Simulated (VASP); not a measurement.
# Si in VASP: a series of runs

Si is run at these levels: LDA; tasks: electric field gradients.

All numbers are computed with VASP 6.6.1; they aren't measurements. Logs are shortened: lines on timing, memory, paths and dates and some standing lists are left out, and cuts for length are marked.

### Step 1. The cell of the first run

The structure is cubic, space group Fd-3m (No. 227). The conventional cell has a = 5.358 Å, b = 5.358 Å, c = 5.358 Å, α = 90.00°, β = 90.00°, γ = 90.00°. Within 3.1 Å of Si (site symmetry -43m) lie 4 Si at 2.32 Å.

### Step 2. Electric field gradients, LDA (volume scaled by 0.96)

Input file INCAR:

```
PREC = Accurate
ENCUT = 520
EDIFF = 1E-8
ISMEAR = -1
SIGMA = 0.08
LREAL = F
LASPH = T
NELM = 60
ALGO = Normal
ISIF = 2
LWAVE = F
LCHARG = F
LEFG = T
NBANDS = 11
```

Input file KPOINTS:

```
Automatic mesh
0
Gamma
  12 12 12
```

Input file POSCAR:

```
Si
1.0
    0.0000000000      2.6787699606      2.6787699606
    2.6787699606      0.0000000000      2.6787699606
    2.6787699606      2.6787699606      0.0000000000
Si
2
Direct
    0.5000000000      0.5000000000      0.5000000000
    0.7500000000      0.7500000000      0.7500000000
```

Potentials or basis: VASP PAW LDA potentials, release 64 (Si).

Started as:

```sh
$ cat potpaw_LDA.64/Si/POTCAR > POTCAR
$ mpirun -np 1 vasp_std > vasp.out
```

OUTCAR:

```text
PREC = Accurate
   ENCUT = 520
   EDIFF = 1E-8
   ISMEAR = -1
   LREAL = F
   LASPH = T
   NELM = 60
   ISIF = 2

 ion  position               nearest neighbor table
   1  0.500  0.500  0.500-   2 2.32   2 2.32   2 2.32   2 2.32
   2  0.750  0.750  0.750-   1 2.32   1 2.32   1 2.32   1 2.32

  LATTYP: Found a face centered cubic cell.
 ALAT       =     5.3575399212

  Lattice vectors:

 A1 = (   0.0000000000,   2.6787699606,   2.6787699606)
 A2 = (   2.6787699606,   0.0000000000,   2.6787699606)
 A3 = (   2.6787699606,   2.6787699606,   0.0000000000)

Analysis of symmetry for initial positions (statically):
[... 5 lines left out ...]
 face centered cubic supercell.

 Subroutine GETGRP returns: Found 48 space group operations
 (whereof 24 operations were pure point group operations)
 out of a pool of 48 trial point group operations.

The static configuration has the point symmetry T_d .
 The point group associated with its full space group is O_h .

Analysis of symmetry for dynamics (positions and initial velocities):
[... 5 lines left out ...]
 face centered cubic supercell.

 Subroutine GETGRP returns: Found 48 space group operations
 (whereof 24 operations were pure point group operations)
 out of a pool of 48 trial point group operations.

The dynamic configuration has the point symmetry T_d .
 The point group associated with its full space group is O_h .

 Subroutine INISYM returns: Found 48 space group operations
 (whereof 24 operations are pure point group operations),
 and found     1 'primitive' translations

----------------------------------------------------------------------------------------

                                     Primitive cell

  volume of cell :      38.4447

  direct lattice vectors                    reciprocal lattice vectors
     0.000000000  2.678769961  2.678769961    -0.186652832  0.186652832  0.186652832
     2.678769961  0.000000000  2.678769961     0.186652832 -0.186652832  0.186652832
     2.678769961  2.678769961  0.000000000     0.186652832  0.186652832 -0.186652832

  length of vectors
     3.788352809  3.788352809  3.788352809     0.323292189  0.323292189  0.323292189

  position of ions in fractional coordinates (direct lattice)
     0.500000000  0.500000000  0.500000000
     0.750000000  0.750000000  0.750000000

  ion indices of the primitive-cell ions
   primitive index   ion index
                 1           1
                 2           2

----------------------------------------------------------------------------------------

 KPOINTS: Automatic mesh

Automatic generation of k-mesh.
 Grid dimensions read from file:
 generate k-points for:   12   12   12

 Generating k-lattice:

  Cartesian coordinates                     Fractional coordinates (reciprocal lattice)
    -0.015554403  0.015554403  0.015554403     0.083333333  0.000000000  0.000000000
     0.015554403 -0.015554403  0.015554403     0.000000000  0.083333333  0.000000000
     0.015554403  0.015554403 -0.015554403     0.000000000  0.000000000  0.083333333

  Length of vectors
     0.026941016  0.026941016  0.026941016

  Shift w.r.t. Gamma in fractional coordinates (k-lattice)
     0.000000000  0.000000000  0.000000000

 Subroutine IBZKPT returns following result:
 ===========================================

 Found     72 irreducible k-points:

 Following reciprocal coordinates:
            Coordinates               Weight
  0.000000  0.000000  0.000000      1.000000
  0.083333  0.000000  0.000000      8.000000
  0.166667  0.000000  0.000000      8.000000
  0.250000  0.000000  0.000000      8.000000
  0.333333  0.000000  0.000000      8.000000
  0.416667  0.000000  0.000000      8.000000
[... 16 lines left out ...]
  0.500000  0.166667  0.000000     24.000000
 -0.416667  0.166667  0.000000     24.000000
 [... further k-points ...]
   k-points           NKPTS =     72   k-points in BZ     NKDIM =     72   number of bands    NBANDS=     11
   number of dos      NEDOS =    301   number of ions     NIONS =      2
   total plane-waves  NPLWV =  21952
   dimension x,y,z NGX =    28 NGY =   28 NGZ =   28
   dimension x,y,z NGXF=    56 NGYF=   56 NGZF=   56
   ions per type =               2
   NGX,Y,Z   is equivalent  to a cutoff of  12.29, 12.29, 12.29 a.u.
   NGXF,Y,Z  is equivalent  to a cutoff of  24.57, 24.57, 24.57 a.u.
 SYSTEM =  unknown system
   PREC   = accura    normal or accurate (medium, high low for compatibility)
   ISTART =      0    job   : 0-new  1-cont  2-samecut
   ICHARG =      2    charge: 1-file 2-atom 10-const
   ISPIN  =      1    spin polarized calculation?
   LNONCOLLINEAR =      F non collinear calculations
   LSORBIT =      F    spin-orbit coupling
   LASPH  =      T    aspherical Exc in radial PAW
   ENCUT  =  520.0 eV  38.22 Ry    6.18 a.u.   7.04  7.04  7.04*2*pi/ulx,y,z
   NELM   =     60;   NELMIN=  2; NELMDL= -5     # of ELM steps
   EDIFF  = 0.1E-07   stopping-criterion for ELM
   LREAL  =      F    real-space projection
   EDIFFG = 0.1E-06   stopping-criterion for IOM
   NSW    =      0    number of steps for IOM
   IBRION =     -1    ionic relax: 0-MD 1-quasi-New 2-CG
   NFREE  =      0    steps in history (QN), initial steepest desc. (CG)
   ISIF   =      2    stress and relaxation
   ISYM   =      2    0-nonsym 1-usesym 2-fastsym
   POTIM  = 0.5000    time-step for ionic-motion
   TEBEG  =    0.0;   TEEND  =   0.0 temperature during run
   PSTRESS=    0.0 pullay stress
   NELECT =       8.0000    total number of electrons
   NUPDOWN=      -1.0000    fix difference up-down
   EMIN   =  10.00;   EMAX   =-10.00  energy-range for DOS
   EFERMI =   0.00;   METHOD = LEGACY
   ISMEAR =    -1;   SIGMA  =   0.08  broadening in eV -4-tet -1-fermi 0-gaus
   EFERMI_NEDOS =   21; number of points for ismear=-14 and -15
   IALGO  =     38    algorithm
   IMIX   =      4    mixing-type and parameters
     AMIX     =   0.40;   BMIX     =  1.00
     AMIX_MAG =   1.60;   BMIX_MAG =  1.00
  volume/ion in A,a.u.               =      19.22       129.72
  Fermi-wavevector in a.u.,A,eV,Ry     =   0.970121  1.833264 12.804926  0.941135
  Thomas-Fermi vector in A             =   2.100230
   LORBIT       =      0    0 simple, 1 ext, 2 COOP (PROOUT), +10 PAW based schemes
   GGA     = CA    functional components
   LHFCALC =     F    Hartree Fock is set to
   AEXX    =    0.0000 exact exchange contribution
   IVDW    =     0    specifies the selected vdW correction
   LEPSILON=     F    determine dielectric tensor
   LRPA    =     F    only Hartree local field effects (RPA)
 non-spin polarized calculation
  energy-cutoff  :      520.00
  volume of cell :       38.44
 maximum number of plane-waves:      1056
   NGX = 15   NGY = 15   NGZ = 15

 number of electron       8.0000001 magnetization

 Free energy of the ion-electron system (eV)
  ---------------------------------------------------
  ext. energy  EPLUGINS =         0.00000000
  ---------------------------------------------------
  free energy    TOTEN  =       -11.91207248 eV

  energy without entropy =      -11.91141822  energy(sigma->0) =      -11.91174535

 E-fermi :   6.3834     XC(G=0):  -9.7597

 val. band max:        6.1917940824   @ k =   0.0000   0.0000   0.0000
 cond. band min:       6.5902497953   @ k =   0.4167   0.4167   0.0000
 fundamental gap:      0.3984557129
 Fermi energy:         6.3833880689

 k-point     1 :       0.0000    0.0000    0.0000
  band No.  band energies     occupation
      1      -6.0477      2.00000
      2       6.1918      1.83288
      3       6.1918      1.83288
      4       6.1918      1.83288
      5       8.7329      0.00000
      6       8.7329      0.00000
      7       8.7329      0.00000
      8       9.8730      0.00000
      9      13.9403      0.00000
     10      13.9403      0.00000
     11      14.0453      0.00000

 k-point     2 :       0.0833    0.0000    0.0000
  band No.  band energies     occupation
      1      -5.9535      2.00000
      2       5.3211      2.00000
      3       6.0413      1.97257
      4       6.0413      1.97257
      5       8.8149      0.00000
      6       8.9535      0.00000
      7       8.9535      0.00000
      8      10.4899      0.00000
      9      13.6486      0.00000
     10      13.6486      0.00000
     11      14.4513      0.00000
[... 295 lines left out ...]
 k-point    24 :      -0.4167    0.1667    0.0000
  band No.  band energies     occupation
      1      -3.3246      2.00000
      2      -0.7558      2.00000
      3       3.0903      2.00000
      4       4.5448      2.00000
      5       8.3113      0.00000
      6      10.2720      0.00000
      7      10.5641      0.00000
      8      14.2258      0.00000
      9      14.7970      0.00000
     10      15.0269      0.00000
     11      17.4193      0.00000

 [... further k-points ...]
[... 5 lines left out ...]
  --------------------------------------------------------------------------------------
  -------------------------------------------------------------------------------------
  Total        0.6165040      0.6165040      0.6165040      0.0000000      0.0000000     -0.0000000
  in kB       25.6927291     25.6927291     25.6927291      0.0000000      0.0000000     -0.0000000
  external PRESSURE =      25.6927291 kB  Pullay stress =       0.0000000 kB

 VOLUME and BASIS-vectors are now :
 -----------------------------------------------------------------------------
  energy-cutoff  :      520.00
  volume of cell :       38.44
      direct lattice vectors                 reciprocal lattice vectors
     0.000000000  2.678769961  2.678769961    -0.186652832  0.186652832  0.186652832
     2.678769961  0.000000000  2.678769961     0.186652832 -0.186652832  0.186652832
     2.678769961  2.678769961  0.000000000     0.186652832  0.186652832 -0.186652832

 POSITION                                       TOTAL-FORCE (eV/Angst)
 -----------------------------------------------------------------------------------
      2.67877      2.67877      2.67877        -0.000000     -0.000000     -0.000000
      4.01815      4.01815      4.01815         0.000000      0.000000      0.000000
 -----------------------------------------------------------------------------------
    total drift:                                0.000000      0.000000     -0.000000

  FREE ENERGIE OF THE ION-ELECTRON SYSTEM (eV)
  ---------------------------------------------------
  free  energy   TOTEN  =       -11.9120724818 eV

  energy  without entropy=      -11.9114182247  energy(sigma->0) =      -11.91174535

 Electric field gradients (V/A^2)
---------------------------------------------------------------------
 ion       V_xx      V_yy      V_zz      V_xy      V_xz      V_yz
---------------------------------------------------------------------
   1      -0.000     0.000    -0.000    -0.000    -0.000    -0.000
   2      -0.000     0.000    -0.000    -0.000    -0.000    -0.000
---------------------------------------------------------------------

 Electric field gradients after diagonalization (V/A^2)
 (convention: |V_zz| > |V_xx| > |V_yy|)
----------------------------------------------------------------------
 ion       V_xx      V_yy      V_zz     asymmetry (V_yy - V_xx)/ V_zz
----------------------------------------------------------------------
   1       0.000     0.000    -0.000       0.000
   2       0.000     0.000    -0.000       0.000
----------------------------------------------------------------------

           NMR quadrupolar parameters

 Cq : quadrupolar parameter    Cq=e*Q*V_zz/h
 eta: asymmetry parameters     (V_yy - V_xx)/ V_zz
 Q  : nuclear electric quadrupole moment in mb (millibarn)
----------------------------------------------------------------------
 ion       Cq(MHz)       eta       Q (mb)
----------------------------------------------------------------------
   1      -0.000       0.000       1.000
   2      -0.000       0.000       1.000
----------------------------------------------------------------------
```

It took 9.5 s on 1 thread of Intel Xeon 6975P-C (Granite Rapids), shared host; peak memory 0.14 GiB.

What came out:

* Free energy: -11.9121 eV
* Pressure: 2.6 GPa
* Band gap on the k mesh: 0.40 eV, indirect (least direct gap 2.54 eV)

Levels at points of the mesh, in eV from the valence-band top:
| k point | band 1 | band 2 | band 3 | band 4 | band 5 | band 6 | band 7 | band 8 | band 9 |
| --- | --- | --- | --- | --- | --- | --- | --- | --- | --- |
| (0.00, 0.00, 0.00) | -12.24 | 0.00 | 0.00 | 0.00 | 2.54 | 2.54 | 2.54 | 3.68 | 7.75 |
| (0.50, 0.00, 0.00) | -9.80 | -7.18 | -1.23 | -1.23 | 1.58 | 3.27 | 3.27 | 7.57 | 10.62 |
| (0.50, 0.50, 0.00) | -7.95 | -7.95 | -2.96 | -2.96 | 0.53 | 0.53 | 10.33 | 10.33 | 11.05 |

Caveat: without QUAD_EFG the Cq values of the log hold for a quadrupole moment of 1 mb, not for the nuclei.

### Step 3. Electric field gradients, LDA (volume scaled by 1.06)

Input file INCAR:

```
ALGO = Normal
EDIFF = 1E-8
ENCUT = 520
ISIF = 2
ISMEAR = -1
LASPH = True
LCHARG = False
LEFG = True
LREAL = False
LWAVE = False
NBANDS = 11
NELM = 80
PREC = Accurate
SIGMA = 0.08
```

Input file KPOINTS:

```
k-points
0
Gamma
  12 12 12
```

Input file POSCAR:

```
Si
1.0
    0.0000000000      2.7687280309      2.7687280309
    2.7687280309      0.0000000000      2.7687280309
    2.7687280309      2.7687280309      0.0000000000
Si
2
Direct
    0.5000000000      0.5000000000      0.5000000000
    0.7500000000      0.7500000000      0.7500000000
```

Potentials or basis: VASP PAW LDA potentials, release 64 (Si).

Started as:

```sh
$ cat potpaw_LDA.64/Si/POTCAR > POTCAR
$ mpirun -np 1 vasp_std > vasp.out
```

OUTCAR:

```text
EDIFF = 1E-8
   ENCUT = 520
   ISIF = 2
   ISMEAR = -1
   LASPH = True
   LREAL = False
   NELM = 80
   PREC = Accurate

 ion  position               nearest neighbor table
   1  0.500  0.500  0.500-   2 2.40   2 2.40   2 2.40   2 2.40
   2  0.750  0.750  0.750-   1 2.40   1 2.40   1 2.40   1 2.40

  LATTYP: Found a face centered cubic cell.
 ALAT       =     5.5374560618

  Lattice vectors:

 A1 = (   0.0000000000,   2.7687280309,   2.7687280309)
 A2 = (   2.7687280309,   0.0000000000,   2.7687280309)
 A3 = (   2.7687280309,   2.7687280309,   0.0000000000)

Analysis of symmetry for initial positions (statically):
[... 5 lines left out ...]
 face centered cubic supercell.

 Subroutine GETGRP returns: Found 48 space group operations
 (whereof 24 operations were pure point group operations)
 out of a pool of 48 trial point group operations.

The static configuration has the point symmetry T_d .
 The point group associated with its full space group is O_h .

Analysis of symmetry for dynamics (positions and initial velocities):
[... 5 lines left out ...]
 face centered cubic supercell.

 Subroutine GETGRP returns: Found 48 space group operations
 (whereof 24 operations were pure point group operations)
 out of a pool of 48 trial point group operations.

The dynamic configuration has the point symmetry T_d .
 The point group associated with its full space group is O_h .

 Subroutine INISYM returns: Found 48 space group operations
 (whereof 24 operations are pure point group operations),
 and found     1 'primitive' translations

----------------------------------------------------------------------------------------

                                     Primitive cell

  volume of cell :      42.4493

  direct lattice vectors                    reciprocal lattice vectors
[... 154 lines left out ...]
     11      12.8831      0.00000
[... 309 lines left out ...]
 k-point    24 :      -0.4167    0.1667    0.0000
  band No.  band energies     occupation
      1      -3.9223      2.00000
      2      -1.3696      2.00000
      3       2.3103      2.00000
      4       3.6775      2.00000
      5       7.2375      0.00000
      6       9.0376      0.00000
      7       9.4914      0.00000
      8      12.8194      0.00000
      9      13.3393      0.00000
     10      13.7820      0.00000
     11      15.9141      0.00000

 [... further k-points ...]
[... 5 lines left out ...]
  --------------------------------------------------------------------------------------
  -------------------------------------------------------------------------------------
  Total       -1.6135555     -1.6135555     -1.6135555     -0.0000000      0.0000000      0.0000000
  in kB      -60.9008850    -60.9008850    -60.9008850     -0.0000000      0.0000000      0.0000000
  external PRESSURE =     -60.9008850 kB  Pullay stress =       0.0000000 kB

 VOLUME and BASIS-vectors are now :
 -----------------------------------------------------------------------------
  energy-cutoff  :      520.00
  volume of cell :       42.45
      direct lattice vectors                 reciprocal lattice vectors
     0.000000000  2.768728031  2.768728031    -0.180588340  0.180588340  0.180588340
     2.768728031  0.000000000  2.768728031     0.180588340 -0.180588340  0.180588340
     2.768728031  2.768728031  0.000000000     0.180588340  0.180588340 -0.180588340

 POSITION                                       TOTAL-FORCE (eV/Angst)
 -----------------------------------------------------------------------------------
      2.76873      2.76873      2.76873        -0.000000     -0.000000     -0.000000
      4.15309      4.15309      4.15309         0.000000      0.000000      0.000000
 -----------------------------------------------------------------------------------
    total drift:                                0.000000     -0.000000     -0.000000

  FREE ENERGIE OF THE ION-ELECTRON SYSTEM (eV)
  ---------------------------------------------------
  free  energy   TOTEN  =       -11.8587540097 eV

  energy  without entropy=      -11.8584433014  energy(sigma->0) =      -11.85859866

 Electric field gradients (V/A^2)
---------------------------------------------------------------------
 ion       V_xx      V_yy      V_zz      V_xy      V_xz      V_yz
---------------------------------------------------------------------
   1      -0.000    -0.000    -0.000    -0.000    -0.000    -0.000
   2      -0.000    -0.000    -0.000    -0.000    -0.000    -0.000
---------------------------------------------------------------------

 Electric field gradients after diagonalization (V/A^2)
 (convention: |V_zz| > |V_xx| > |V_yy|)
----------------------------------------------------------------------
 ion       V_xx      V_yy      V_zz     asymmetry (V_yy - V_xx)/ V_zz
----------------------------------------------------------------------
   1       0.000     0.000    -0.000       0.000
   2       0.000     0.000    -0.000       0.000
----------------------------------------------------------------------

           NMR quadrupolar parameters

 Cq : quadrupolar parameter    Cq=e*Q*V_zz/h
 eta: asymmetry parameters     (V_yy - V_xx)/ V_zz
 Q  : nuclear electric quadrupole moment in mb (millibarn)
----------------------------------------------------------------------
 ion       Cq(MHz)       eta       Q (mb)
----------------------------------------------------------------------
   1      -0.000       0.000       1.000
   2      -0.000       0.000       1.000
----------------------------------------------------------------------
```

OSZICAR:

```text
N       E                     dE             d eps       ncg     rms          rms(c)
DAV:   1     0.724108868613E+01    0.72411E+01   -0.33655E+03  1584   0.594E+02
DAV:   2    -0.115184818670E+02   -0.18760E+02   -0.18168E+02  2138   0.852E+01
DAV:   3    -0.120783050366E+02   -0.55982E+00   -0.55849E+00  2018   0.134E+01
DAV:   4    -0.120829438698E+02   -0.46388E-02   -0.46382E-02  1936   0.156E+00
DAV:   5    -0.120829941545E+02   -0.50285E-04   -0.50284E-04  1996   0.147E-01    0.463E+00
DAV:   6    -0.119311162507E+02    0.15188E+00   -0.80010E-02  1800   0.112E+00    0.276E+00
DAV:   7    -0.118585143933E+02    0.72602E-01   -0.15066E-01  1856   0.159E+00    0.170E-01
DAV:   8    -0.118587676377E+02   -0.25324E-03   -0.66319E-03  1818   0.438E-01    0.740E-02
DAV:   9    -0.118587482887E+02    0.19349E-04   -0.18059E-04  1965   0.733E-02    0.588E-02
DAV:  10    -0.118587541619E+02   -0.58732E-05   -0.13771E-05  1849   0.218E-02    0.208E-02
DAV:  11    -0.118587540072E+02    0.15470E-06   -0.78381E-07  1882   0.457E-03    0.189E-03
DAV:  12    -0.118587540097E+02   -0.24864E-08   -0.19780E-08  1839   0.823E-04
   1 F= -.11858754E+02 E0= -.11858599E+02  d E =-.310708E-03
```

Run time: 29 s. Hardware: 1 thread of Intel Xeon Platinum 8375C at 2.90GHz (Ice Lake), shared host; peak memory 0.15 GiB.

Results:

```
Free energy            : -11.8588 eV
Pressure               : -6.1 GPa
Band gap on the k mesh : 0.56 eV, indirect (least direct gap 2.36 eV)
```

Caveat: without QUAD_EFG the Cq values of the log hold for a quadrupole moment of 1 mb, not for the nuclei. A k mesh can miss the band edges.

(Continued in part 2 of 3.)
